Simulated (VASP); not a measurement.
SnO2, 6 atoms in the cell. The structure is tetragonal, space group P4_2/mnm (No. 136). The conventional cell has a = 4.738 Å, b = 4.738 Å, c = 3.187 Å, α = 90.00°, β = 90.00°, γ = 90.00°. Within 2.7 Å of Sn (site symmetry mmm) lie 6 O at 2.05 to 2.06 Å. O (site symmetry m2m) has 3 Sn at 2.05 to 2.06 Å and 1 O at 2.61 Å within 2.7 Å. 

```yaml
Program: VASP 6.6.1
Task: electric field gradients
Functional: r2SCAN
Potentials_or_basis: VASP PAW PBE potentials, release 64 (Sn_d, O)
Cutoff: 520 eV
k_mesh: 7 × 7 × 9
Occupations: fermi-dirac, width 0.02 eV
Spin: no spin polarisation
Dipole_correction: no
Further_INCAR_settings: ALGO = Normal; EDIFF = 1e-08; NBANDS = 35
```

Potentials or basis: VASP PAW PBE potentials, release 64 (Sn_d, O).

Command:

```console
$ cat potpaw_PBE.64/Sn_d/POTCAR potpaw_PBE.64/O/POTCAR > POTCAR
$ cp INCAR.step1 INCAR
$ mpirun -np 1 vasp_std > vasp.out
$ cp INCAR.step2 INCAR
$ mpirun -np 1 vasp_std > vasp.out
```

Hardware: 1 thread of Intel(R) Xeon(R) 6975P-C (Granite Rapids), with other jobs on the host.

Question: Estimate the wall time of this run.

Answer: Run time: 3.4 min on 1 thread of Intel(R) Xeon(R) 6975P-C (Granite Rapids), on a shared host, peak memory 0.24 GiB. Counts: k points 50.
